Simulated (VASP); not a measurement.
AlN:

```
Al N
1.0
     2.92518    0.00000    0.00000
    -1.46259    2.53328    0.00000
     0.00000    0.00000    4.77682
Al N
2 2
Cartesian
  0.0000 1.6889 0.0000
  1.4626 0.8444 2.3884
  0.0000 1.6889 1.7913
  1.4626 0.8444 4.1797
```

| Property | Result |
| --- | --- |
| Program | VASP 6.6.1 |
| Task | relaxation of cell and atoms |
| Functional | PBEsol |
| Potentials or basis | VASP PAW PBE potentials, release 64 (Al, N) |
| Cutoff | 600 eV |
| k mesh | 9 × 9 × 4 |
| Occupations | fermi-dirac, width 0.03 eV |
| Spin | no spin polarisation |

At the start: pressure 47.2 GPa; volume 8.85 Å³/atom.

Task: How do energy, volume and symmetry change on relaxing?

Result: Over 9 steps the energy falls by 211.3 meV/atom and the volume is 10.46 Å³/atom (+18.2 %); space group P6_3mc (No. 186, to 0.1 Å) before and after.

Step by step:
```csv
step,energy change (eV),largest force (eV/Å),pressure (GPa),volume (Å³)
1,0.0000,0.2877,47.15,35.40
2,-0.0175,0.0307,-26.39,50.48
3,-0.8394,0.0887,-1.19,42.12
4,-0.8401,0.0922,-0.31,41.94
5,-0.8400,0.0951,0.36,41.80
6,-0.8438,0.0867,0.39,41.78
7,-0.8447,0.0833,0.41,41.76
8,-0.8450,0.0560,-0.39,41.92
9,-0.8453,0.0026,-0.04,41.85
```

Final structure:
```
Al N
1.0
     3.11352    0.00000    0.00000
    -1.55676    2.69639    0.00000
     0.00000    0.00000    4.98497
Al N
2 2
Cartesian
  0.0000 1.7976 4.9678
  1.5568 0.8988 2.4753
  0.0000 1.7976 1.8865
  1.5568 0.8988 4.3790
```

Caveat: the volume moved by over 15 % at a fixed basis, so the end points are rough; the PAW data sets were made with another functional, which shifts forces and pressure a little.
